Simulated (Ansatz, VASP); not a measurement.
# Two plane-wave programs on LiH

POSCAR

```
LiH
1.0
    0.0000000000      2.1451220101      2.1451220101
    2.1451220101      0.0000000000      2.1451220101
    2.1451220101      2.1451220101      0.0000000000
Li H
1 1
Direct
    0.0000000000      0.0000000000      0.0000000000
    0.2500000000      0.2500000000      0.2500000000
```

INCAR.step1

```
SYSTEM = LiH
PREC = Accurate
ENCUT = 520
ISMEAR = 0
SIGMA = 0.01
LREAL = .False.
LASPH = .True.
NELM = 80
NBANDS = 9
GGA = PE
ALGO = Normal
EDIFF = 1E-4
LWAVE = .True.
LCHARG = .False.
```

File INCAR.step2:

```
SYSTEM = LiH
PREC = Accurate
ENCUT = 520
EDIFF = 1E-6
ISMEAR = 0
SIGMA = 0.01
LREAL = .False.
LASPH = .True.
NELM = 80
ALGO = Normal
ISIF = 2
LWAVE = .False.
LCHARG = .True.
METAGGA = R2SCAN
LMIXTAU = .True.
LELF = .True.
LVHAR = .True.
NBANDS = 9
ISTART = 1
```

Contents of KPOINTS:

```
Automatic mesh
0
Gamma
  10 10 10
  0 0 0
```

Input for Ansatz:

```yaml
crystal:
  lattice:
    - [0.0, 2.1451220101, 2.1451220101]
    - [2.1451220101, 0.0, 2.1451220101]
    - [2.1451220101, 2.1451220101, 0.0]
  atoms:
    - { symbol: Li, position: [0.0, 0.0, 0.0] }
    - { symbol: H, position: [0.25, 0.25, 0.25] }
kpoints:
  mp_grid: { grid: [10, 10, 10] }
  band_path:
    path:
      - [0.0, 0.0, 0.0]
      - [-0.5, -0.5, 0.0]
      - [-0.375, -0.375, 0.25]
      - [-0.375, 0.0, 0.375]
      - [0.0, 0.0, 0.5]
      - [-0.5, -0.25, 0.25]
      - [0.25, -0.5, -0.25]
      - [-0.15, -0.075, 0.425]
    npoints: 1
hamiltonian:
  xc: r2scan
scf:
  occupations: { method: fixed }
  n_extra_bands: 4
output:
  forces: true
  stress: true
  eigenvalues: true
```

Alike in both runs: task single point; functional r2SCAN; k mesh 10 × 10 × 10; no spin polarisation.

|  | VASP | Ansatz |
| --- | --- | --- |
| version | VASP 6.6.1 | Ansatz 0.2.0 |
| potentials or method | VASP PAW PBE potentials, release 64 (Li_sv, H) | plane waves, PAW |
| plane-wave cutoff (eV) | 520 | 500 |
| occupations | gaussian, width 0.01 eV | fixed |
| valence electrons in the cell | 4 | 4 |

```tsv
	VASP	Ansatz	Ansatz less VASP
gap on the k mesh at the Fermi level (eV)	4.82	4.75	-0.069
```

VASP's potentials were made for PBE, not for r2SCAN.

Noted on VASP's run: the cutoff is short for stress, so the pressure is rough.
